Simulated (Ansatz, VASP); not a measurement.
# HgTe: VASP and Ansatz over several settings

```
Hg Te
1.0
     2.93143   -3.39616    0.00000
     2.93143    3.39616    0.00000
     0.00000    0.00000    5.67979
Hg Te
2 2
Direct
  0.65695 0.34305 0.25000
  0.34305 0.65695 0.75000
  0.21519 0.78481 0.25000
  0.78481 0.21519 0.75000
```

Single points on this cell with VASP 6.6.1 and Ansatz 0.2.0. Each row is one pair of runs. Alike in all rows: spin: off; k mesh: 6 × 6 × 5; smearing: fermi-dirac, width 0.05 eV.

```tsv
level	VASP's potentials, cutoff	Ansatz's potentials, cutoff	gap on the k mesh at the Fermi level (eV), VASP	gap on the k mesh at the Fermi level (eV), Ansatz	pressure (GPa), VASP	pressure (GPa), Ansatz	rms of the force components (eV/Å), VASP	rms of the force components (eV/Å), Ansatz
PBE	VASP PAW PBE potentials, release 64 (Hg, Te), 520 eV	Ansatz PAW, 420 eV	none	none	2.9	2.8	0.050	0.045
PBEsol	VASP PAW PBE potentials, release 64 (Hg, Te), 520 eV	Ansatz PAW, 420 eV	none	none	-0.6	-0.7	0.019	0.021
LDA	VASP PAW LDA potentials, release 64 (Hg, Te), 520 eV	Ansatz PAW, 420 eV	none	none	-2.1	-2.5	0.038	0.047
r2SCAN	VASP PAW PBE potentials, release 64 (Hg, Te), 520 eV	Ansatz PAW, 500 eV	none	none	1.8	1.7	0.025	0.026
```

Pressure (GPa): the two programs differ by at most 0.33; rms of the force components (eV/Å): the two programs differ by at most 0.009.

VASP's potentials hold 36 valence electrons a cell and Ansatz's 72, so a difference there can come from the potentials and not from the codes.

A gap of «none» marks a metal or a gap that the smearing closes.

Spin-orbit coupling is off throughout.
